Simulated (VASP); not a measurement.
# SiTe (P6/mmm) in VASP: relaxation of cell and atoms with HF

Aim: the relaxation of cell and atoms of SiTe with HF.

Program: VASP 6.6.1. These are calculated values, not measurements. Logs are shortened: lines on timing, memory, paths and dates and some standing lists are left out, and cuts for length are marked.

**1. The cell of the first run**

The structure is hexagonal, space group P6/mmm (No. 191). Conventional cell: a = 3.714 Å, b = 3.714 Å, c = 4.976 Å, α = 90.00°, β = 90.00°, γ = 120.00°. Within 3.3 Å of Si (site symmetry 6/mmm) lie 2 Te at 2.49 Å. Te (site symmetry 6/mmm) has 2 Si at 2.49 Å within 3.3 Å.

**2. Relaxation of cell and atoms, HF**

POSCAR

```
SiTe
1.0
    3.7143358800      0.0000000000      0.0000000000
   -1.8571679400      3.2167092300      0.0000000000
    0.0000000000      0.0000000000      4.9763725600
Si Te
1 1
Direct
    0.0000000000      0.0000000000      0.5000000000
    0.0000000000      0.0000000000      0.0000000000
```

INCAR.step1

```
PREC = Accurate
ENCUT = 500
EDIFF = 1E-5
ISMEAR = -1
SIGMA = 0.05
LREAL = F
LASPH = T
NELM = 120
ALGO = Normal
LWAVE = T
LCHARG = F
GGA = PE
NBANDS = 12
GGA_COMPAT = F
IBRION = 2
ISIF = 3
EDIFFG = -0.005
NELMIN = 4
NSW = 100
```

INCAR.step2

```
PREC = Accurate
ENCUT = 500
EDIFF = 1E-7
ISMEAR = -1
SIGMA = 0.05
LREAL = F
LASPH = T
NELM = 120
ALGO = Normal
ISIF = 3
LWAVE = F
LCHARG = F
GGA = PE
LHFCALC = T
AEXX = 1.0
ALDAC = 0.0
AGGAC = 0.0
PRECFOCK = Normal
IBRION = 2
NSW = 60
EDIFFG = -0.01
ISTART = 1
GGA_COMPAT = F
NELMIN = 4
```

KPOINTS

```
Automatic mesh
0
Gamma
  4 4 3
```

Potentials or basis: VASP PAW PBE potentials, release 64 (Si, Te).

Run with:

```
> cat potpaw_PBE.64/Si/POTCAR potpaw_PBE.64/Te/POTCAR > POTCAR
> cp INCAR.step1 INCAR
> mpirun -np 1 vasp_std > vasp.out
> cp INCAR.step2 INCAR
> mpirun -np 1 vasp_std > vasp.out
```

OUTCAR:

```text
PREC = Accurate
   ENCUT = 500
   EDIFF = 1E-7
   ISMEAR = -1
   LREAL = F
   LASPH = T
   NELM = 120
   ISIF = 3
   GGA = PE
   LHFCALC = T
   AEXX = 1.0
   PRECFOCK = Normal
   IBRION = 2
   NSW = 60
   EDIFFG = -0.01
   ISTART = 1
   NELMIN = 4

 ion  position               nearest neighbor table
   1  0.000  0.000  0.500-   2 2.49   2 2.49
   2  0.000  0.000  0.000-   1 2.49   1 2.49

  LATTYP: Found a hexagonal cell.
 ALAT       =     3.7143358800
 C/A-ratio  =     1.3397745171

  Lattice vectors:

 A1 = (   3.7143358800,   0.0000000000,   0.0000000000)
 A2 = (  -1.8571679400,   3.2167092300,   0.0000000000)
 A3 = (   0.0000000000,   0.0000000000,   4.9763725600)

Analysis of symmetry for initial positions (statically):
=====================================================================
 Subroutine PRICEL returns:
 Original cell was already a primitive cell.

 Routine SETGRP: Setting up the symmetry group for a
 hexagonal supercell.

 Subroutine GETGRP returns: Found 24 space group operations
 (whereof 24 operations were pure point group operations)
 out of a pool of 24 trial point group operations.

The static configuration has the point symmetry D_6h.

Analysis of symmetry for dynamics (positions and initial velocities):
=====================================================================
 Subroutine PRICEL returns:
 Original cell was already a primitive cell.

 Routine SETGRP: Setting up the symmetry group for a
 hexagonal supercell.

 Subroutine GETGRP returns: Found 24 space group operations
 (whereof 24 operations were pure point group operations)
 out of a pool of 24 trial point group operations.

The dynamic configuration has the point symmetry D_6h.

 Subroutine INISYM returns: Found 24 space group operations
 (whereof 24 operations are pure point group operations),
 and found     1 'primitive' translations

----------------------------------------------------------------------------------------

                                     Primitive cell

  volume of cell :      59.4574

  direct lattice vectors                    reciprocal lattice vectors
     3.714335880  0.000000000  0.000000000     0.269227133  0.155438358  0.000000000
    -1.857167940  3.216709230  0.000000000     0.000000000  0.310876715  0.000000000
     0.000000000  0.000000000  4.976372560     0.000000000  0.000000000  0.200949585

  length of vectors
     3.714335880  3.714335880  4.976372560     0.310876715  0.310876715  0.200949585

  position of ions in fractional coordinates (direct lattice)
     0.000000000  0.000000000  0.500000000
     0.000000000  0.000000000  0.000000000

  ion indices of the primitive-cell ions
   primitive index   ion index
                 1           1
                 2           2

----------------------------------------------------------------------------------------

 KPOINTS: Automatic mesh

Automatic generation of k-mesh.
 Grid dimensions read from file:
 generate k-points for:    4    4    3

 Generating k-lattice:

  Cartesian coordinates                     Fractional coordinates (reciprocal lattice)
     0.067306783  0.038859589  0.000000000     0.250000000  0.000000000  0.000000000
     0.000000000  0.077719179  0.000000000     0.000000000  0.250000000  0.000000000
     0.000000000  0.000000000  0.066983195     0.000000000  0.000000000  0.333333333

  Length of vectors
     0.077719179  0.077719179  0.066983195

  Shift w.r.t. Gamma in fractional coordinates (k-lattice)
     0.000000000  0.000000000  0.000000000

 Subroutine IBZKPT returns following result:
 ===========================================

 Found      8 irreducible k-points:

 Following reciprocal coordinates:
            Coordinates               Weight
  0.000000  0.000000  0.000000      1.000000
  0.250000  0.000000  0.000000      6.000000
  0.500000  0.000000  0.000000      3.000000
  0.250000  0.250000  0.000000      6.000000
  0.000000  0.000000  0.333333      2.000000
  0.250000  0.000000  0.333333     12.000000
  0.500000  0.000000  0.333333      6.000000
  0.250000  0.250000  0.333333     12.000000
   k-points           NKPTS =      8   k-points in BZ     NKDIM =     48   number of bands    NBANDS=      9
   number of dos      NEDOS =    301   number of ions     NIONS =      2
   total plane-waves  NPLWV =  28224
   dimension x,y,z NGX =    28 NGY =   28 NGZ =   36
   dimension x,y,z NGXF=    56 NGYF=   56 NGZF=   72
   ions per type =               1   1
   NGX,Y,Z   is equivalent  to a cutoff of  12.53, 12.53, 12.03 a.u.
   NGXF,Y,Z  is equivalent  to a cutoff of  25.06, 25.06, 24.05 a.u.
 SYSTEM =  unknown system
   PREC   = accura    normal or accurate (medium, high low for compatibility)
   ISTART =      1    job   : 0-new  1-cont  2-samecut
   ICHARG =      0    charge: 1-file 2-atom 10-const
   ISPIN  =      1    spin polarized calculation?
   LNONCOLLINEAR =      F non collinear calculations
   LSORBIT =      F    spin-orbit coupling
   LASPH  =      T    aspherical Exc in radial PAW
   ENCUT  =  500.0 eV  36.75 Ry    6.06 a.u.   6.77  6.77  9.07*2*pi/ulx,y,z
   NELM   =    120;   NELMIN=  4; NELMDL=  0     # of ELM steps
   EDIFF  = 0.1E-06   stopping-criterion for ELM
   LREAL  =      F    real-space projection
   EDIFFG = -.1E-01   stopping-criterion for IOM
   NSW    =     60    number of steps for IOM
   IBRION =      2    ionic relax: 0-MD 1-quasi-New 2-CG
   NFREE  =      1    steps in history (QN), initial steepest desc. (CG)
   ISIF   =      3    stress and relaxation
   ISYM   =      3    0-nonsym 1-usesym 2-fastsym
   POTIM  = 0.5000    time-step for ionic-motion
   TEBEG  =    0.0;   TEEND  =   0.0 temperature during run
   PSTRESS=    0.0 pullay stress
   NELECT =      10.0000    total number of electrons
   NUPDOWN=      -1.0000    fix difference up-down
   EMIN   =  10.00;   EMAX   =-10.00  energy-range for DOS
   EFERMI =   0.00;   METHOD = LEGACY
   ISMEAR =    -1;   SIGMA  =   0.05  broadening in eV -4-tet -1-fermi 0-gaus
   EFERMI_NEDOS =   21; number of points for ismear=-14 and -15
   IALGO  =     38    algorithm
   IMIX   =      1    mixing-type and parameters
     AMIX     =   0.40;   BMIX     =  1.00
     AMIX_MAG =   1.60;   BMIX_MAG =  1.00
  volume/ion in A,a.u.               =      29.73       200.62
  Fermi-wavevector in a.u.,A,eV,Ry     =   0.903662  1.707674 11.110595  0.816606
  Thomas-Fermi vector in A             =   2.027015
   LORBIT       =      0    0 simple, 1 ext, 2 COOP (PROOUT), +10 PAW based schemes
   GGA     = PE    functional components
   LHFCALC =     T    Hartree Fock is set to
   PRECFOCK=normal    Normal, Fast or Accurate (Low or Medium for compatibility)
   ENCUT4O =  -1.0   cutoff for four orbital integrals eV
   NKREDX  =     1    reduce k-point grid by
   NKREDY  =     1    reduce k-point grid by
   NKREDZ  =     1    reduce k-point grid by
   AEXX    =    1.0000 exact exchange contribution
   HFSCREEN=    0.0000 screening length (either q_TF or 0.3 A-1)
   HFSCREENC=   0.0000 screening length for correlation (either q_TF or 0.3 A-1)
   ENCUTFOCK=  -1.0 apply spherical cutoff to Coloumb kernel
   IVDW    =     0    specifies the selected vdW correction
   LEPSILON=     F    determine dielectric tensor
   LRPA    =     F    only Hartree local field effects (RPA)
 conjugate gradient relaxation of ions
 non-spin polarized calculation
  energy-cutoff  :      500.00
  volume of cell :       59.46
 maximum number of plane-waves:      1514
 NGX is ok and might be reduce to    28
  NGX = 24; NGY = 24; NGZ = 28

--------------------------------------- Ionic step        1  -------------------------------------------

 number of electron       9.9999999 magnetization

 number of electron      10.0000000 magnetization

 Free energy of the ion-electron system (eV)
  ---------------------------------------------------
  ext. energy  EPLUGINS =         0.00000000
  ---------------------------------------------------
  free energy    TOTEN  =       -15.39969535 eV

  energy without entropy =      -15.39969535  energy(sigma->0) =      -15.39969535

------------------------ aborting loop because EDIFF is reached ----------------------------------------

  FORCE on cell =-STRESS in cart. coord.  units (eV):
  Direction    XX          YY          ZZ          XY          YZ          ZX
  --------------------------------------------------------------------------------------
  -------------------------------------------------------------------------------------
  Total       -1.9470614     -1.9470614     10.4511022      0.0000000     -0.0000000      0.0000000
  in kB      -52.4667732    -52.4667732    281.6221516      0.0000000     -0.0000000      0.0000000
  external PRESSURE =      58.8962017 kB  Pullay stress =       0.0000000 kB
[... 89 lines left out ...]
  FREE ENERGIE OF THE ION-ELECTRON SYSTEM (eV)
  ---------------------------------------------------
  free  energy   TOTEN  =       -15.9941202219 eV

  energy  without entropy=      -15.9854558821  energy(sigma->0) =      -15.98978805

 E-fermi :   5.1297     XC(G=0):   0.0000

 val. band max:        3.7447158656   @ k =   0.5000   0.0000   0.0000
 cond. band min:       5.1296956079   @ k =   0.5000   0.0000   0.3333
 fundamental gap:      1.3849797424
 Fermi energy:         5.1296956079

 k-point     1 :       0.0000    0.0000    0.0000
  band No.  band energies     occupation
      1     -14.2200      2.00000
      2      -8.5457      2.00000
      3      -4.3391      2.00000
      4       9.3281      0.00000
      5       9.3281      0.00000
      6      13.1167      0.00000
      7      13.4699      0.00000
      8      13.4699      0.00000
      9      13.9088      0.00000
[... 73 lines left out ...]
 k-point     8 :       0.2500    0.2500    0.3333
  band No.  band energies     occupation
      1     -11.5566      2.00000
      2      -7.1828      2.00000
      3      -2.0795      2.00000
      4       0.7902      2.00000
      5       1.0234      2.00000
      6       2.1515      2.00000
      7       7.2860      0.00000
      8      10.4575      0.00000
      9      14.6018      0.00000

[... ionic steps 4 to 7 ...]

--------------------------------------- Ionic step        8  -------------------------------------------

 number of electron      10.0000001 magnetization

------------------------ aborting loop because EDIFF is reached ----------------------------------------

  FORCE on cell =-STRESS in cart. coord.  units (eV):
  Direction    XX          YY          ZZ          XY          YZ          ZX
  --------------------------------------------------------------------------------------
  -------------------------------------------------------------------------------------
  Total       -0.5044539     -0.5044539      0.1088750      0.0000000      0.0000000      0.0000000
  in kB      -16.1600816    -16.1600816      3.4877903      0.0000000      0.0000000      0.0000000
  external PRESSURE =      -9.6107910 kB  Pullay stress =       0.0000000 kB
[... 57 lines left out ...]
  energy  without entropy=      -16.7091152959  energy(sigma->0) =      -16.71777964

--------------------------------------- Ionic step       10  -------------------------------------------

 number of electron      10.0000002 magnetization

 Free energy of the ion-electron system (eV)
  ---------------------------------------------------
  ext. energy  EPLUGINS =         0.00000000
  ---------------------------------------------------
  free energy    TOTEN  =       -16.72817538 eV

  energy without entropy =      -16.71084670  energy(sigma->0) =      -16.71951104

 E-fermi :   8.6643     XC(G=0):   0.0000

 val. band max:        5.3641900410   @ k =   0.2500   0.2500   0.3333
 cond. band min:       8.6642568297   @ k =   0.2500   0.2500   0.3333
 fundamental gap:      3.3000667887
 Fermi energy:         8.6642568296

 k-point     1 :       0.0000    0.0000    0.0000
  band No.  band energies     occupation
      1     -13.8397      2.00000
      2      -7.2817      2.00000
      3      -3.1819      2.00000
      4      15.8123      0.00000
      5      15.8123      0.00000
      6      16.1764      0.00000
      7      17.5304      0.00000
      8      20.0465      0.00000
      9      20.0465      0.00000
[... 111 lines left out ...]
  FREE ENERGIE OF THE ION-ELECTRON SYSTEM (eV)
  ---------------------------------------------------
  free  energy   TOTEN  =       -16.7281753845 eV

  energy  without entropy=      -16.7108467049  energy(sigma->0) =      -16.71951104

 reached required accuracy - stopping structural energy minimisation
```

It took 31 min on 1 thread of AMD EPYC 7R13 (Zen 3), shared host; peak memory 0.16 GiB.

What came out:

- Free energy: -16.7282 eV
- Relaxed volume: 24.68 Å³/atom
- Relaxed cell: a = 3.131 Å, b = 3.131 Å, c = 5.814 Å, α = 90.00°, β = 90.00°, γ = 120.00°
- Space group after relaxing (to 0.1 Å): P6/mmm (No. 191)
- Energy gained by relaxing: 664.2 meV/atom
- Ionic steps: 10
- Pressure after relaxing: 0.0 GPa
- Band gap on the k mesh: zero (bands 5 and 6 overlap by 10.71 eV)

Step by step:
```csv
step,energy change (eV),largest force (eV/Å),pressure (GPa),volume (Å³)
1,0.0000,0.0000,5.89,59.46
2,-0.5528,0.0000,-9.55,67.62
3,-0.5944,0.0000,-7.54,64.63
4,-0.6306,0.0000,-8.64,65.80
5,-1.2276,0.0000,-3.64,53.80
6,-1.2274,0.0000,-3.88,53.99
7,-1.3245,0.0000,-0.71,49.78
8,-1.3250,0.0000,-0.96,50.01
9,-1.3267,0.0000,0.70,48.90
10,-1.3285,0.0000,-0.01,49.35
```

Final structure:
```yaml
crystal:
  lattice:
    - [3.13081, 0.00000, 0.00000]
    - [-1.56541, 2.71136, 0.00000]
    - [0.00000, 0.00000, 5.81369]
  atoms:
    - { symbol: Si, position: [0.00000, 0.00000, 0.50000] }
    - { symbol: Te, position: [0.00000, 0.00000, 0.00000] }
```

Caveat: the k points lie up to 0.58 Å⁻¹ apart in the final cell, too coarse for converged energies and pressures of a metal; the volume moved by over 15 % at a fixed basis, so the end points are rough; the PAW data sets were made with another functional, which shifts forces and pressure a little; spin-orbit coupling is left out, which moves the levels of the heavy elements.
